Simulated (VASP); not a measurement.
A run of VASP 6.6.1 is set up as follows.

File INCAR:

```
SYSTEM = Bi
  PREC = Accurate
  ENCUT = 520
  EDIFF = 1E-7
  ISMEAR = -1
  SIGMA = 0.1
  LREAL = .FALSE.
  LASPH = .TRUE.
  NELM = 60
  ALGO = Normal
  ISIF = 2
  LWAVE = .FALSE.
  LCHARG = .FALSE.
  GGA = PE
  NBANDS = 30
```

The input KPOINTS:

```
Automatic mesh
0
G
  7 7 11
  0 0 0
```

POSCAR

```
Bi
1.0
    5.6548240007      0.0000000000      0.0000000000
   -2.8274120004      4.8972212385      0.0000000000
    0.0000000000      0.0000000000      3.3288975482
Bi
3
Direct
    1.0000000000      1.0000000000      0.0000000000
    0.3333333333      0.6666666667      0.5000000000
    0.6666666667      0.3333333333      0.5000000000
```

Potentials or basis: VASP PAW PBE potentials, release 64 (Bi_d).

Command:

```bash
$ cat potpaw_PBE.64/Bi_d/POTCAR > POTCAR
$ mpirun -np 1 vasp_std > vasp.out
```

(1) Estimate the pressure.

## Answers

(1) 2.4 GPa.
